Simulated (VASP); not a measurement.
Input of a VASP 6.6.1 run:

The input INCAR:

```
PREC     = Accurate       # precision mode
ENCUT    = 600            # plane-wave cutoff, eV
EDIFF    = 1E-6           # SCF threshold, eV
ISMEAR   = -1             # smearing method
SIGMA    = 0.001          # smearing width, eV
LREAL    = F              # projectors in reciprocal space
LASPH    = T              # aspherical terms in the spheres
NELM     = 120            # most SCF steps
ALGO     = Normal         # electronic algorithm
ISIF     = 2              # what is computed and relaxed
LWAVE    = F              # write WAVECAR
LCHARG   = F              # write CHGCAR
GGA      = PS             # functional
NBANDS   = 19             # bands
GGA_COMPAT= F
```

The input KPOINTS:

```
Automatic mesh
0
Gamma
  6 6 6
```

Contents of POSCAR:

```
BaF2
1.0
    0.0000000000      3.0971612425      3.0971612425
    3.0971612425      0.0000000000      3.0971612425
    3.0971612425      3.0971612425      0.0000000000
Ba F
1 2
Direct
    0.0000000000      0.0000000000      0.0000000000
    0.2500000000      0.2500000000      0.2500000000
    0.7500000000      0.7500000000      0.7500000000
```

Potentials or basis: VASP PAW PBE potentials, release 64 (Ba_sv, F).

The run is started by

```sh
$ cat potpaw_PBE.64/Ba_sv/POTCAR potpaw_PBE.64/F/POTCAR > POTCAR
$ mpirun -np 1 vasp_std > vasp.out
```

Task: Predict the pressure.

Result: -0.5 GPa.

Task: What does it give for the band gap on the k mesh?

Result: 6.65 eV (least direct gap 6.72 eV).

Caveat: the PAW data sets were made with another functional, which shifts forces and pressure a little; spin-orbit coupling is left out, which moves the levels of the heavy elements. As with any semilocal functional, this PBEsol gap is likely too small.
